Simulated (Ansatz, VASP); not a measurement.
One calculation of Al, two programs

```xyz
2
Lattice="2.8125 0.0000 0.0000 -1.4062 2.4357 0.0000 0.0000 0.0000 4.8669" Properties=species:S:1:pos:R:3 pbc="T T T"
Al    1.4062    0.8119    3.6501
Al    0.0000    1.6238    1.2167
```

Alike in both runs: task single point; functional PBEsol; k mesh 14 × 14 × 7; occupations fermi-dirac, width 0.1 eV; no spin polarisation.

```csv
,VASP,Ansatz
version,VASP 6.6.1,Ansatz 0.2.0
potentials or method,"VASP PAW PBE potentials, release 64 (Al)","plane waves, PAW"
plane-wave cutoff (eV),520,420
valence electrons in the cell,6,6
```

|  | VASP | Ansatz | Ansatz less VASP |
| --- | --- | --- | --- |
| gap on the k mesh at the Fermi level (eV) | none | none | - |
| pressure (GPa) | -1.3 | -1.3 | -0.05 |
| traceless stress, the component that is largest in VASP (GPa) | -1.32 | -1.30 | +0.019 |

VASP's potentials were made for PBE, not for PBEsol. A gap of «none» marks a metal or a gap that the smearing closes. The functional is the same, so the differences come from potentials, cutoffs and numerics.
